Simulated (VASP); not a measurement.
# SiNi3 (Pm-3m) in VASP: a series of runs

The runs below take SiNi3 through single point, with PBE, PBE+D4, revPBE.

Program: VASP 6.6.1. These are calculated values, not measurements. Logs are shortened: lines on timing, memory, paths and dates and some standing lists are left out, and cuts for length are marked.

## 1. The cell of the first run

The structure is cubic, space group Pm-3m (No. 221). The conventional cell has a = 3.542 Å, b = 3.542 Å, c = 3.542 Å, α = 90.00°, β = 90.00°, γ = 90.00°. Within 3.3 Å of Ni (site symmetry 4/mmm) lie 8 Ni at 2.50 Å and 4 Si at 2.50 Å. Si (site symmetry m-3m) has 12 Ni at 2.50 Å within 3.3 Å.

## 2. Single point, PBE, collinear spin, ferromagnetic start

File INCAR:

```
SYSTEM = SiNi3
PREC = Accurate ; ENCUT = 690
EDIFF = 1E-6 ; ISMEAR = -1
SIGMA = 0.05 ; LREAL = .FALSE.
LASPH = .TRUE. ; NELM = 200
ALGO = Normal ; ISIF = 2
LWAVE = .FALSE. ; LCHARG = .FALSE.
ISPIN = 2 ; MAGMOM = 0.266667 0.266667 0.266667 0
LORBIT = 11 ; NUPDOWN = 0.8
LMAXMIX = 4 ; GGA = PE
NBANDS = 41 ; GGA_COMPAT = .FALSE.
```

File KPOINTS:

```
regular mesh
0
G
  6 6 6
  0 0 0
```

File POSCAR:

```
SiNi3
1.0
    3.5420000000      0.0000000000      0.0000000000
    0.0000000000      3.5420000000      0.0000000000
    0.0000000000      0.0000000000      3.5420000000
Ni Si
3 1
Direct
    0.5000000000      0.5000000000      0.0000000000
    0.5000000000      0.0000000000      0.5000000000
    0.0000000000      0.5000000000      0.5000000000
    0.0000000000      0.0000000000      0.0000000000
```

Potentials or basis: VASP PAW PBE potentials, release 64 (Ni_sv_GW, Si).

Run with:

```bash
$ cat potpaw_PBE.64/Ni_sv_GW/POTCAR potpaw_PBE.64/Si/POTCAR > POTCAR
$ mpirun -np 1 vasp_std > vasp.out
```

OUTCAR:

```text
SYSTEM = SiNi3
   PREC = Accurate
   ENCUT = 690
   EDIFF = 1E-6
   ISMEAR = -1
   LREAL = .FALSE.
   LASPH = .TRUE.
   NELM = 200
   ISIF = 2
   ISPIN = 2
   LORBIT = 11
   NUPDOWN = 0.8
   GGA = PE

 ion  position               nearest neighbor table
   1  0.500  0.500  0.000-   2 2.50   3 2.50   4 2.50   2 2.50   3 2.50   2 2.50   4 2.50   2 2.50
                             3 2.50   4 2.50   3 2.50   4 2.50
   2  0.500  0.000  0.500-   1 2.50   3 2.50   4 2.50   1 2.50   4 2.50   1 2.50   3 2.50   1 2.50
                             3 2.50   4 2.50   4 2.50   3 2.50
   3  0.000  0.500  0.500-   1 2.50   2 2.50   4 2.50   1 2.50   4 2.50   2 2.50   4 2.50   4 2.50
                             1 2.50   2 2.50   1 2.50   2 2.50
   4  0.000  0.000  0.000-   1 2.50   2 2.50   3 2.50   2 2.50   3 2.50   1 2.50   3 2.50   3 2.50
                             1 2.50   2 2.50   2 2.50   1 2.50

  LATTYP: Found a simple cubic cell.
 ALAT       =     3.5420000000

  Lattice vectors:

 A1 = (   3.5420000000,   0.0000000000,   0.0000000000)
 A2 = (   0.0000000000,   3.5420000000,   0.0000000000)
 A3 = (   0.0000000000,   0.0000000000,   3.5420000000)

Analysis of symmetry for initial positions (statically):
=====================================================================
 Subroutine PRICEL returns:
 Original cell was already a primitive cell.

 Routine SETGRP: Setting up the symmetry group for a
 simple cubic supercell.

 Subroutine GETGRP returns: Found 48 space group operations
 (whereof 48 operations were pure point group operations)
 out of a pool of 48 trial point group operations.

The static configuration has the point symmetry O_h .

Analysis of symmetry for dynamics (positions and initial velocities):
=====================================================================
 Subroutine PRICEL returns:
 Original cell was already a primitive cell.

 Routine SETGRP: Setting up the symmetry group for a
 simple cubic supercell.

 Subroutine GETGRP returns: Found 48 space group operations
 (whereof 48 operations were pure point group operations)
 out of a pool of 48 trial point group operations.

The dynamic configuration has the point symmetry O_h .

Analysis of structural, dynamic, and magnetic symmetry:
=====================================================================
 Subroutine PRICEL returns:
 Original cell was already a primitive cell.

 Routine SETGRP: Setting up the symmetry group for a
 simple cubic supercell.

 Subroutine GETGRP returns: Found 48 space group operations
 (whereof 48 operations were pure point group operations)
 out of a pool of 48 trial point group operations.

The overall configuration has the point symmetry O_h .

 Subroutine INISYM returns: Found 48 space group operations
 (whereof 48 operations are pure point group operations),
 and found     1 'primitive' translations

----------------------------------------------------------------------------------------

                                     Primitive cell

  volume of cell :      44.4371

  direct lattice vectors                    reciprocal lattice vectors
     3.542000000  0.000000000  0.000000000     0.282326369  0.000000000  0.000000000
     0.000000000  3.542000000  0.000000000     0.000000000  0.282326369  0.000000000
     0.000000000  0.000000000  3.542000000     0.000000000  0.000000000  0.282326369

  length of vectors
     3.542000000  3.542000000  3.542000000     0.282326369  0.282326369  0.282326369

  position of ions in fractional coordinates (direct lattice)
     0.500000000  0.500000000  0.000000000
     0.500000000  0.000000000  0.500000000
     0.000000000  0.500000000  0.500000000
     0.000000000  0.000000000  0.000000000

  ion indices of the primitive-cell ions
   primitive index   ion index
                 1           1
                 2           2
                 3           3
                 4           4

----------------------------------------------------------------------------------------

 KPOINTS: regular mesh

Automatic generation of k-mesh.
 Grid dimensions read from file:
 generate k-points for:    6    6    6

 Generating k-lattice:

  Cartesian coordinates                     Fractional coordinates (reciprocal lattice)
     0.047054395  0.000000000  0.000000000     0.166666667  0.000000000  0.000000000
     0.000000000  0.047054395  0.000000000     0.000000000  0.166666667  0.000000000
     0.000000000  0.000000000  0.047054395     0.000000000  0.000000000  0.166666667

  Length of vectors
     0.047054395  0.047054395  0.047054395

  Shift w.r.t. Gamma in fractional coordinates (k-lattice)
     0.000000000  0.000000000  0.000000000

 Subroutine IBZKPT returns following result:
 ===========================================

 Found     20 irreducible k-points:

 Following reciprocal coordinates:
            Coordinates               Weight
  0.000000  0.000000  0.000000      1.000000
  0.166667  0.000000  0.000000      6.000000
  0.333333  0.000000  0.000000      6.000000
  0.500000  0.000000  0.000000      3.000000
  0.166667  0.166667  0.000000     12.000000
  0.333333  0.166667  0.000000     24.000000
[... 12 lines left out ...]
  0.500000  0.500000  0.333333      6.000000
  0.500000  0.500000  0.500000      1.000000
   k-points           NKPTS =     20   k-points in BZ     NKDIM =     20   number of bands    NBANDS=     41
   number of dos      NEDOS =    301   number of ions     NIONS =      4
   total plane-waves  NPLWV =  27000
   dimension x,y,z NGX =    30 NGY =   30 NGZ =   30
   dimension x,y,z NGXF=    60 NGYF=   60 NGZF=   60
   ions per type =               3   1
   NGX,Y,Z   is equivalent  to a cutoff of  14.08, 14.08, 14.08 a.u.
   NGXF,Y,Z  is equivalent  to a cutoff of  28.16, 28.16, 28.16 a.u.
 SYSTEM =  SiNi3
   PREC   = accura    normal or accurate (medium, high low for compatibility)
   ISTART =      0    job   : 0-new  1-cont  2-samecut
   ICHARG =      2    charge: 1-file 2-atom 10-const
   ISPIN  =      2    spin polarized calculation?
   LNONCOLLINEAR =      F non collinear calculations
   LSORBIT =      F    spin-orbit coupling
   LASPH  =      T    aspherical Exc in radial PAW
   ENCUT  =  690.0 eV  50.71 Ry    7.12 a.u.   7.59  7.59  7.59*2*pi/ulx,y,z
   NELM   =    200;   NELMIN=  2; NELMDL= -5     # of ELM steps
   EDIFF  = 0.1E-05   stopping-criterion for ELM
   LREAL  =      F    real-space projection
[... 7 lines left out ...]
   TEBEG  =    0.0;   TEEND  =   0.0 temperature during run
   PSTRESS=    0.0 pullay stress
   NELECT =      58.0000    total number of electrons
   NUPDOWN=       0.8000    fix difference up-down
   EMIN   =  10.00;   EMAX   =-10.00  energy-range for DOS
   EFERMI =   0.00;   METHOD = LEGACY
   ISMEAR =    -1;   SIGMA  =   0.05  broadening in eV -4-tet -1-fermi 0-gaus
   EFERMI_NEDOS =   21; number of points for ismear=-14 and -15
   IALGO  =     38    algorithm
   IMIX   =      4    mixing-type and parameters
     AMIX     =   0.40;   BMIX     =  1.00
     AMIX_MAG =   1.60;   BMIX_MAG =  1.00
  volume/ion in A,a.u.               =      11.11        74.97
  Fermi-wavevector in a.u.,A,eV,Ry     =   1.789104  3.380916 43.550799  3.200893
  Thomas-Fermi vector in A             =   2.852146
   LORBIT       =     11    0 simple, 1 ext, 2 COOP (PROOUT), +10 PAW based schemes
   GGA     = PE    functional components
   LHFCALC =     F    Hartree Fock is set to
   AEXX    =    0.0000 exact exchange contribution
   IVDW    =     0    specifies the selected vdW correction
   LEPSILON=     F    determine dielectric tensor
   LRPA    =     F    only Hartree local field effects (RPA)
 spin polarized calculation
  energy-cutoff  :      690.00
  volume of cell :       44.44
 maximum number of plane-waves:      1856
   NGX = 15   NGY = 15   NGZ = 15

 number of electron      57.9999920 magnetization       0.7999999

 Free energy of the ion-electron system (eV)
  ---------------------------------------------------
  ext. energy  EPLUGINS =         0.00000000
  ---------------------------------------------------
  free energy    TOTEN  =       -26.40244928 eV

  energy without entropy =      -26.37263781  energy(sigma->0) =      -26.38754354

 E-fermi :   9.0377     XC(G=0): -13.3858

 val. band max:        9.3680648197   @ k =   0.1667   0.1667   0.0000
 cond. band min:       9.0459710206   @ k =   0.5000   0.1667   0.0000
 fundamental gap:     -0.3220937991
 Fermi energy:         9.4199935311

 spin component 1

 k-point     1 :       0.0000    0.0000    0.0000
  band No.  band energies     occupation
      1     -94.2661      1.00000
      2     -94.2356      1.00000
      3     -94.2356      1.00000
      4     -54.7139      1.00000
      5     -54.7139      1.00000
      6     -54.7139      1.00000
[... 33 lines left out ...]
     40      22.8196      0.00000
     41      22.8369      0.00000

 k-point     2 :       0.1667    0.0000    0.0000
  band No.  band energies     occupation
      1     -94.2644      1.00000
      2     -94.2372      1.00000
      3     -94.2355      1.00000
      4     -54.7087      1.00000
      5     -54.7087      1.00000
      6     -54.7061      1.00000
[... 33 lines left out ...]
     40      21.5945      0.00000
     41      22.7836      0.00000

 k-point     3 :       0.3333    0.0000    0.0000
  band No.  band energies     occupation
      1     -94.2599      1.00000
      2     -94.2417      1.00000
      3     -94.2356      1.00000
      4     -54.6967      1.00000
      5     -54.6967      1.00000
      6     -54.6868      1.00000
[... 698 lines left out ...]
      1     -94.2455      1.00000
      2     -94.2455      1.00000
      3     -94.2455      1.00000
      4     -54.7223      1.00000
      5     -54.7141      1.00000
      6     -54.7141      1.00000
[... 33 lines left out ...]
     40      27.4071      0.00000
     41      27.4297      0.00000

 k-point    20 :       0.5000    0.5000    0.5000
  band No.  band energies     occupation
      1     -94.2458      1.00000
      2     -94.2458      1.00000
      3     -94.2458      1.00000
      4     -54.7223      1.00000
      5     -54.7223      1.00000
      6     -54.7223      1.00000
[... 33 lines left out ...]
     40      25.6418      0.00000
     41      30.0636      0.00000
 Fermi energy:         9.0377310038

 spin component 2

 k-point     1 :       0.0000    0.0000    0.0000
  band No.  band energies     occupation
      1     -93.9149      1.00000
      2     -93.8840      1.00000
      3     -93.8840      1.00000
      4     -54.3826      1.00000
      5     -54.3826      1.00000
      6     -54.3826      1.00000
[... 33 lines left out ...]
     40      22.8634      0.00000
     41      22.8652      0.00000

 k-point     2 :       0.1667    0.0000    0.0000
  band No.  band energies     occupation
      1     -93.9132      1.00000
      2     -93.8856      1.00000
      3     -93.8838      1.00000
      4     -54.3780      1.00000
      5     -54.3780      1.00000
      6     -54.3765      1.00000
[... 33 lines left out ...]
     40      21.6230      0.00000
     41      22.8228      0.00000

 k-point     3 :       0.3333    0.0000    0.0000
  band No.  band energies     occupation
      1     -93.9086      1.00000
      2     -93.8902      1.00000
      3     -93.8839      1.00000
      4     -54.3674      1.00000
      5     -54.3674      1.00000
      6     -54.3630      1.00000
[... 699 lines left out ...]
      2     -93.8940      1.00000
      3     -93.8940      1.00000
      4     -54.4047      1.00000
      5     -54.3964      1.00000
      6     -54.3964      1.00000
[... 33 lines left out ...]
     40      27.4247      0.00000
     41      27.5345      0.00000

 k-point    20 :       0.5000    0.5000    0.5000
  band No.  band energies     occupation
      1     -93.8943      1.00000
      2     -93.8943      1.00000
      3     -93.8943      1.00000
      4     -54.4047      1.00000
      5     -54.4047      1.00000
      6     -54.4047      1.00000
[... 33 lines left out ...]
     40      25.6473      0.00000
     41      30.0445      0.00000

------------------------ aborting loop because EDIFF is reached ----------------------------------------

  FORCE on cell =-STRESS in cart. coord.  units (eV):
  Direction    XX          YY          ZZ          XY          YZ          ZX
  --------------------------------------------------------------------------------------
  -------------------------------------------------------------------------------------
  Total       -1.6857094     -1.6857094     -1.6857094      0.0000000     -0.0000000      0.0000000
  in kB      -60.7781701    -60.7781701    -60.7781701      0.0000000     -0.0000000      0.0000000
  external PRESSURE =     -60.7781701 kB  Pullay stress =       0.0000000 kB

 VOLUME and BASIS-vectors are now :
 -----------------------------------------------------------------------------
  energy-cutoff  :      690.00
  volume of cell :       44.44
      direct lattice vectors                 reciprocal lattice vectors
     3.542000000  0.000000000  0.000000000     0.282326369  0.000000000  0.000000000
     0.000000000  3.542000000  0.000000000     0.000000000  0.282326369  0.000000000
     0.000000000  0.000000000  3.542000000     0.000000000  0.000000000  0.282326369

 POSITION                                       TOTAL-FORCE (eV/Angst)
 -----------------------------------------------------------------------------------
      1.77100      1.77100      0.00000         0.000000      0.000000      0.000000
      1.77100      0.00000      1.77100         0.000000      0.000000      0.000000
      0.00000      1.77100      1.77100         0.000000      0.000000      0.000000
      0.00000      0.00000      0.00000         0.000000      0.000000      0.000000
 -----------------------------------------------------------------------------------
    total drift:                                0.000000      0.000000     -0.000000

  FREE ENERGIE OF THE ION-ELECTRON SYSTEM (eV)
  ---------------------------------------------------
  free  energy   TOTEN  =       -26.4024492763 eV

  energy  without entropy=      -26.3726378079  energy(sigma->0) =      -26.38754354

 total charge

# of ion       s       p       d       f       tot
--------------------------------------------------
    1        2.224   6.316   7.850   0.004  16.395
    2        2.224   6.316   7.850   0.004  16.395
    3        2.224   6.316   7.850   0.004  16.395
    4        0.726   0.813   0.000   0.000   1.539
--------------------------------------------------
tot          7.398  19.762  23.550   0.013  50.723

 magnetization (x)

# of ion       s       p       d       f       tot
--------------------------------------------------
    1       -0.001  -0.002   0.285  -0.000   0.281
    2       -0.001  -0.002   0.285  -0.000   0.281
    3       -0.001  -0.002   0.285  -0.000   0.281
    4       -0.001   0.006   0.000   0.000   0.004
--------------------------------------------------
tot         -0.004  -0.002   0.854  -0.000   0.849
```

It took 2.1 min on 1 thread of Intel Xeon Platinum 8488C (Sapphire Rapids), shared host; peak memory 0.24 GiB.

Results:

| Property | Result |
| --- | --- |
| Free energy | -26.4024 eV |
| Pressure | -6.1 GPa |
| Net moment | 0.80 μB per cell |
| Site moments | Ni +0.28; Si +0.00 μB |
| Valence electrons inside the program's atomic spheres | Ni 16.39; Si 1.54 |

Caveat: the cell stands under tension; the total moment is fixed, so each spin has its own Fermi level and the state may be an excited one.

## 3. Single point, PBE+D4, collinear spin, ferromagnetic start

This run uses another cell than the first one, of 10.45 Å³/atom.

File INCAR:

```
PREC = Accurate ; ENCUT = 690
EDIFF = 1E-6 ; ISMEAR = -1
SIGMA = 0.05 ; LREAL = False
LASPH = True ; NELM = 200
ALGO = Normal ; ISIF = 2
LWAVE = False ; LCHARG = False
ISPIN = 2 ; MAGMOM = 1 1 1 0
LORBIT = 11 ; LMAXMIX = 4
GGA = PE ; IVDW = 13
NBANDS = 41 ; GGA_COMPAT = False
```

File KPOINTS:

```
Automatic mesh
0
Gamma
  8 8 8
```

File POSCAR:

```
SiNi3
1.0
    3.4700849688      0.0000000000      0.0000000000
    0.0000000000      3.4700849688      0.0000000000
    0.0000000000      0.0000000000      3.4700849688
Ni Si
3 1
Direct
    0.5000000000      0.5000000000      0.0000000000
    0.5000000000      0.0000000000      0.5000000000
    0.0000000000      0.5000000000      0.5000000000
    0.0000000000      0.0000000000      0.0000000000
```

Potentials or basis: VASP PAW PBE potentials, release 64 (Ni_sv_GW, Si).

Run with:

```bash
$ cat potpaw_PBE.64/Ni_sv_GW/POTCAR potpaw_PBE.64/Si/POTCAR > POTCAR
$ mpirun -np 1 vasp_std > vasp.out
```

Run time: 3.6 min. Hardware: 1 thread of AMD EPYC 7R43 (Zen 3), shared host; peak memory 0.26 GiB.

The run converged. Its results:

```
Free energy                                           : -28.5187 eV
Pressure                                              : -0.8 GPa
Band gap on the k mesh                                : zero (filled and empty bands overlap)
Net moment                                            : 0.00 μB per cell
Valence electrons inside the program's atomic spheres : Ni 16.46; Si 1.57
Dispersion energy per atom                            : -0.506 eV
```

Levels at points of the mesh, in eV from the Fermi level:
Spin up:
```
           k point  band 26  band 27  band 28  band 29  band 30  band 31  band 32  band 33
(0.00, 0.00, 0.00)    -0.66    -0.66    -0.30     0.04     0.04     0.04     5.09     6.45
(0.50, 0.00, 0.00)    -1.37    -1.20    -0.59     0.04     3.71     3.71     5.29     5.29
(0.50, 0.50, 0.00)    -1.52    -1.16    -1.07    -1.00     0.68     0.68     5.78     6.44
(0.50, 0.50, 0.50)    -1.30    -1.30    -0.55    -0.21    -0.21    -0.21     1.35     4.12
```
Spin down:
```tsv
k point	band 26	band 27	band 28	band 29	band 30	band 31	band 32	band 33
(0.00, 0.00, 0.00)	-0.66	-0.66	-0.30	0.04	0.04	0.04	5.09	6.45
(0.50, 0.00, 0.00)	-1.37	-1.20	-0.59	0.04	3.71	3.71	5.29	5.29
(0.50, 0.50, 0.00)	-1.52	-1.16	-1.07	-1.00	0.68	0.68	5.78	6.44
(0.50, 0.50, 0.50)	-1.30	-1.30	-0.55	-0.21	-0.21	-0.21	1.35	4.12
```

Caveat: the moments typed at the start vanished in this run.

(Continued in part 2 of 2.)

The gap in the log of VASP goes by the Fermi energy; the results here count the filled bands.